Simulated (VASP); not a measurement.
# KBr (Pm-3m) in VASP: single point with PBE

Aim: the single point of KBr with PBE.

Everything below comes from runs of VASP 6.6.1. Logs are shortened: lines on timing, memory, paths and dates and some standing lists are left out, and cuts for length are marked.

### Step 1. The cell of the first run

The structure is cubic, space group Pm-3m (No. 221). Conventional cell: a = 3.600 Å, b = 3.600 Å, c = 3.600 Å, α = 90.00°, β = 90.00°, γ = 90.00°. Within 4.1 Å of K (site symmetry m-3m) lie 8 Br at 3.12 Å and 6 K at 3.60 Å. Br (site symmetry m-3m) has 8 K at 3.12 Å and 6 Br at 3.60 Å within 4.1 Å.

### Step 2. Single point, PBE

File INCAR:

```
  PREC = Accurate
  ENCUT = 500
  EDIFF = 1E-6
  ISMEAR = 0
  SIGMA = 0.02
  LREAL = False
  LASPH = True
  NELM = 120
  ALGO = Normal
  ISIF = 2
  LWAVE = False
  LCHARG = False
  GGA = PE
  NBANDS = 15
  GGA_COMPAT = False
```

File KPOINTS:

```
Automatic mesh
0
Gamma
  6 6 6
```

File POSCAR:

```
KBr
1.0
    3.5997587902      0.0000000000      0.0000000000
    0.0000000000      3.5997587902      0.0000000000
    0.0000000000      0.0000000000      3.5997587902
K Br
1 1
Direct
    0.0000000000      0.0000000000      0.0000000000
    0.5000000000      0.5000000000      0.5000000000
```

Potentials or basis: VASP PAW PBE potentials, release 64 (K_sv, Br).

Command:

```bash
$ cat potpaw_PBE.64/K_sv/POTCAR potpaw_PBE.64/Br/POTCAR > POTCAR
$ mpirun -np 1 vasp_std > vasp.out
```

OUTCAR:

```text
PREC = Accurate
   ENCUT = 500
   EDIFF = 1E-6
   ISMEAR = 0
   LREAL = False
   LASPH = True
   NELM = 120
   ISIF = 2
   GGA = PE

 ion  position               nearest neighbor table
   1  0.000  0.000  0.000-   2 3.12   2 3.12   2 3.12   2 3.12   2 3.12   2 3.12   2 3.12   2 3.12

   2  0.500  0.500  0.500-   1 3.12   1 3.12   1 3.12   1 3.12   1 3.12   1 3.12   1 3.12   1 3.12

  LATTYP: Found a simple cubic cell.
 ALAT       =     3.5997587902

  Lattice vectors:

 A1 = (   3.5997587902,   0.0000000000,   0.0000000000)
 A2 = (   0.0000000000,   3.5997587902,   0.0000000000)
 A3 = (   0.0000000000,   0.0000000000,   3.5997587902)

Analysis of symmetry for initial positions (statically):
=====================================================================
 Subroutine PRICEL returns:
 Original cell was already a primitive cell.

 Routine SETGRP: Setting up the symmetry group for a
 simple cubic supercell.

 Subroutine GETGRP returns: Found 48 space group operations
 (whereof 48 operations were pure point group operations)
 out of a pool of 48 trial point group operations.

The static configuration has the point symmetry O_h .

Analysis of symmetry for dynamics (positions and initial velocities):
=====================================================================
 Subroutine PRICEL returns:
 Original cell was already a primitive cell.

 Routine SETGRP: Setting up the symmetry group for a
 simple cubic supercell.

 Subroutine GETGRP returns: Found 48 space group operations
 (whereof 48 operations were pure point group operations)
 out of a pool of 48 trial point group operations.

The dynamic configuration has the point symmetry O_h .

 Subroutine INISYM returns: Found 48 space group operations
 (whereof 48 operations are pure point group operations),
 and found     1 'primitive' translations

----------------------------------------------------------------------------------------

                                     Primitive cell

  volume of cell :      46.6466

  direct lattice vectors                    reciprocal lattice vectors
     3.599758790  0.000000000  0.000000000     0.277796391  0.000000000  0.000000000
     0.000000000  3.599758790  0.000000000     0.000000000  0.277796391  0.000000000
     0.000000000  0.000000000  3.599758790     0.000000000  0.000000000  0.277796391

  length of vectors
     3.599758790  3.599758790  3.599758790     0.277796391  0.277796391  0.277796391

  position of ions in fractional coordinates (direct lattice)
     0.000000000  0.000000000  0.000000000
     0.500000000  0.500000000  0.500000000

  ion indices of the primitive-cell ions
   primitive index   ion index
                 1           1
                 2           2

----------------------------------------------------------------------------------------

 KPOINTS: Automatic mesh

Automatic generation of k-mesh.
 Grid dimensions read from file:
 generate k-points for:    6    6    6

 Generating k-lattice:

  Cartesian coordinates                     Fractional coordinates (reciprocal lattice)
     0.046299398  0.000000000  0.000000000     0.166666667  0.000000000  0.000000000
     0.000000000  0.046299398  0.000000000     0.000000000  0.166666667  0.000000000
     0.000000000  0.000000000  0.046299398     0.000000000  0.000000000  0.166666667

  Length of vectors
     0.046299398  0.046299398  0.046299398

  Shift w.r.t. Gamma in fractional coordinates (k-lattice)
     0.000000000  0.000000000  0.000000000

 Subroutine IBZKPT returns following result:
 ===========================================

 Found     20 irreducible k-points:

 Following reciprocal coordinates:
            Coordinates               Weight
  0.000000  0.000000  0.000000      1.000000
  0.166667  0.000000  0.000000      6.000000
  0.333333  0.000000  0.000000      6.000000
  0.500000  0.000000  0.000000      3.000000
  0.166667  0.166667  0.000000     12.000000
  0.333333  0.166667  0.000000     24.000000
[... 12 lines left out ...]
  0.500000  0.500000  0.333333      6.000000
  0.500000  0.500000  0.500000      1.000000
   k-points           NKPTS =     20   k-points in BZ     NKDIM =     20   number of bands    NBANDS=     15
   number of dos      NEDOS =    301   number of ions     NIONS =      2
   total plane-waves  NPLWV =  21952
   dimension x,y,z NGX =    28 NGY =   28 NGZ =   28
   dimension x,y,z NGXF=    56 NGYF=   56 NGZF=   56
   ions per type =               1   1
   NGX,Y,Z   is equivalent  to a cutoff of  12.93, 12.93, 12.93 a.u.
   NGXF,Y,Z  is equivalent  to a cutoff of  25.86, 25.86, 25.86 a.u.
 SYSTEM =  unknown system
   PREC   = accura    normal or accurate (medium, high low for compatibility)
   ISTART =      0    job   : 0-new  1-cont  2-samecut
   ICHARG =      2    charge: 1-file 2-atom 10-const
   ISPIN  =      1    spin polarized calculation?
   LNONCOLLINEAR =      F non collinear calculations
   LSORBIT =      F    spin-orbit coupling
   LASPH  =      T    aspherical Exc in radial PAW
   ENCUT  =  500.0 eV  36.75 Ry    6.06 a.u.   6.56  6.56  6.56*2*pi/ulx,y,z
   NELM   =    120;   NELMIN=  2; NELMDL= -5     # of ELM steps
   EDIFF  = 0.1E-05   stopping-criterion for ELM
   LREAL  =      F    real-space projection
   EDIFFG = 0.1E-04   stopping-criterion for IOM
   NSW    =      0    number of steps for IOM
   IBRION =     -1    ionic relax: 0-MD 1-quasi-New 2-CG
   NFREE  =      0    steps in history (QN), initial steepest desc. (CG)
   ISIF   =      2    stress and relaxation
   ISYM   =      2    0-nonsym 1-usesym 2-fastsym
   POTIM  = 0.5000    time-step for ionic-motion
   TEBEG  =    0.0;   TEEND  =   0.0 temperature during run
   PSTRESS=    0.0 pullay stress
   NELECT =      16.0000    total number of electrons
   NUPDOWN=      -1.0000    fix difference up-down
   EMIN   =  10.00;   EMAX   =-10.00  energy-range for DOS
   EFERMI =   0.00;   METHOD = LEGACY
   ISMEAR =     0;   SIGMA  =   0.02  broadening in eV -4-tet -1-fermi 0-gaus
   EFERMI_NEDOS =   21; number of points for ismear=-14 and -15
   IALGO  =     38    algorithm
   IMIX   =      4    mixing-type and parameters
     AMIX     =   0.40;   BMIX     =  1.00
     AMIX_MAG =   1.60;   BMIX_MAG =  1.00
  volume/ion in A,a.u.               =      23.32       157.39
  Fermi-wavevector in a.u.,A,eV,Ry     =   1.145974  2.165577 17.867938  1.313256
  Thomas-Fermi vector in A             =   2.282660
   LORBIT       =      0    0 simple, 1 ext, 2 COOP (PROOUT), +10 PAW based schemes
   GGA     = PE    functional components
   LHFCALC =     F    Hartree Fock is set to
   AEXX    =    0.0000 exact exchange contribution
   IVDW    =     0    specifies the selected vdW correction
   LEPSILON=     F    determine dielectric tensor
   LRPA    =     F    only Hartree local field effects (RPA)
 non-spin polarized calculation
 Gauss-broadening in eV      SIGMA  =   0.02
  energy-cutoff  :      500.00
  volume of cell :       46.65
 maximum number of plane-waves:      1213
 NGX is ok and might be reduce to    28
   NGX = 13   NGY = 13   NGZ = 13

 number of electron      16.0000005 magnetization

 Free energy of the ion-electron system (eV)
  ---------------------------------------------------
  ext. energy  EPLUGINS =         0.00000000
  ---------------------------------------------------
  free energy    TOTEN  =        -5.53157061 eV

  energy without entropy =       -5.53157061  energy(sigma->0) =       -5.53157061

 E-fermi :   1.5268     XC(G=0):  -9.3811

 val. band max:        1.4142793211   @ k =   0.5000   0.5000   0.0000
 cond. band min:       6.4764201892   @ k =   0.5000   0.5000   0.0000
 fundamental gap:      5.0621408681
 Fermi energy:         1.5267631498

 k-point     1 :       0.0000    0.0000    0.0000
  band No.  band energies     occupation
      1     -27.0138      2.00000
      2     -12.3139      2.00000
      3     -10.3850      2.00000
      4     -10.3850      2.00000
      5     -10.3850      2.00000
      6       1.0433      2.00000
      7       1.0433      2.00000
      8       1.0433      2.00000
      9       6.5196      0.00000
     10       6.5196      0.00000
     11       6.7456      0.00000
     12      11.6538      0.00000
     13      11.6538      0.00000
     14      11.6538      0.00000
     15      14.9216      0.00000

 k-point     2 :       0.1667    0.0000    0.0000
  band No.  band energies     occupation
      1     -27.0019      2.00000
      2     -12.3926      2.00000
      3     -10.3668      2.00000
      4     -10.3668      2.00000
      5     -10.2987      2.00000
      6       0.1023      2.00000
      7       1.0152      2.00000
      8       1.0152      2.00000
      9       6.7968      0.00000
     10       7.1659      0.00000
     11       7.9282      0.00000
     12      11.5977      0.00000
     13      11.5977      0.00000
     14      11.8175      0.00000
     15      13.5628      0.00000

 k-point     3 :       0.3333    0.0000    0.0000
  band No.  band energies     occupation
      1     -26.9779      2.00000
      2     -12.5528      2.00000
      3     -10.3299      2.00000
      4     -10.3299      2.00000
      5     -10.0995      2.00000
      6      -1.2525      2.00000
      7       0.9551      2.00000
      8       0.9551      2.00000
      9       7.5839      0.00000
     10       8.5148      0.00000
     11      10.0118      0.00000
     12      11.4377      0.00000
     13      11.7305      0.00000
     14      11.7305      0.00000
     15      12.2046      0.00000

 k-point     4 :       0.5000    0.0000    0.0000
  band No.  band energies     occupation
      1     -26.9658      2.00000
      2     -12.6333      2.00000
      3     -10.3112      2.00000
      4     -10.3112      2.00000
      5      -9.9857      2.00000
      6      -1.8118      2.00000
      7       0.9229      2.00000
      8       0.9229      2.00000
      9       8.3552      0.00000
     10       9.4455      0.00000
     11      10.1682      0.00000
     12      10.9684      0.00000
     13      12.1022      0.00000
     14      12.1022      0.00000
     15      12.4431      0.00000
[... 235 lines left out ...]
 k-point    18 :       0.5000    0.3333    0.3333
  band No.  band energies     occupation
      1     -26.9055      2.00000
      2     -11.6785      2.00000
      3     -10.6341      2.00000
      4     -10.6298      2.00000
      5     -10.5927      2.00000
      6      -1.0418      2.00000
      7      -0.7608      2.00000
      8      -0.4231      2.00000
      9       8.4439      0.00000
     10       9.1221      0.00000
     11       9.3857      0.00000
     12      11.9944      0.00000
     13      12.0563      0.00000
     14      12.4778      0.00000
     15      14.0692      0.00000

 k-point    19 :       0.5000    0.5000    0.3333
  band No.  band energies     occupation
      1     -26.8957      2.00000
      2     -11.4945      2.00000
      3     -10.7205      2.00000
      4     -10.7205      2.00000
      5     -10.5819      2.00000
      6      -1.0625      2.00000
      7      -1.0625      2.00000
      8      -0.6629      2.00000
      9       8.5562      0.00000
     10       9.4962      0.00000
     11       9.4962      0.00000
     12      11.4681      0.00000
     13      12.8715      0.00000
     14      12.8715      0.00000
     15      13.8440      0.00000

 k-point    20 :       0.5000    0.5000    0.5000
  band No.  band energies     occupation
      1     -26.8861      2.00000
      2     -11.4045      2.00000
      3     -10.6833      2.00000
      4     -10.6833      2.00000
      5     -10.6833      2.00000
      6      -1.1761      2.00000
      7      -1.1761      2.00000
      8      -1.1761      2.00000
      9       9.6198      0.00000
     10       9.6198      0.00000
     11       9.6198      0.00000
     12      12.3521      0.00000
     13      12.3521      0.00000
     14      12.3521      0.00000
     15      13.8839      0.00000

------------------------ aborting loop because EDIFF is reached ----------------------------------------

  FORCE on cell =-STRESS in cart. coord.  units (eV):
  Direction    XX          YY          ZZ          XY          YZ          ZX
  --------------------------------------------------------------------------------------
  -------------------------------------------------------------------------------------
  Total        3.6682225      3.6682225      3.6682225     -0.0000000     -0.0000000      0.0000000
  in kB      125.9928920    125.9928920    125.9928920     -0.0000000     -0.0000000      0.0000000
  external PRESSURE =     125.9928920 kB  Pullay stress =       0.0000000 kB

 VOLUME and BASIS-vectors are now :
 -----------------------------------------------------------------------------
  energy-cutoff  :      500.00
  volume of cell :       46.65
      direct lattice vectors                 reciprocal lattice vectors
     3.599758790  0.000000000  0.000000000     0.277796391  0.000000000  0.000000000
     0.000000000  3.599758790  0.000000000     0.000000000  0.277796391  0.000000000
     0.000000000  0.000000000  3.599758790     0.000000000  0.000000000  0.277796391

 POSITION                                       TOTAL-FORCE (eV/Angst)
 -----------------------------------------------------------------------------------
      0.00000      0.00000      0.00000         0.000000      0.000000      0.000000
      1.79988      1.79988      1.79988         0.000000      0.000000      0.000000
 -----------------------------------------------------------------------------------
    total drift:                               -0.000000      0.000000      0.000000

  FREE ENERGIE OF THE ION-ELECTRON SYSTEM (eV)
  ---------------------------------------------------
  free  energy   TOTEN  =        -5.5315706141 eV

  energy  without entropy=       -5.5315706141  energy(sigma->0) =       -5.53157061
```

It took 24 s on 1 thread of Intel Xeon 8259CL, shared host; peak memory 0.16 GiB.

What came out:

```
Free energy            : -5.5316 eV
Pressure               : 12.6 GPa
Band gap on the k mesh : 5.06 eV
```

Caveat: the cell stands under pressure. A k mesh can miss the band edges.
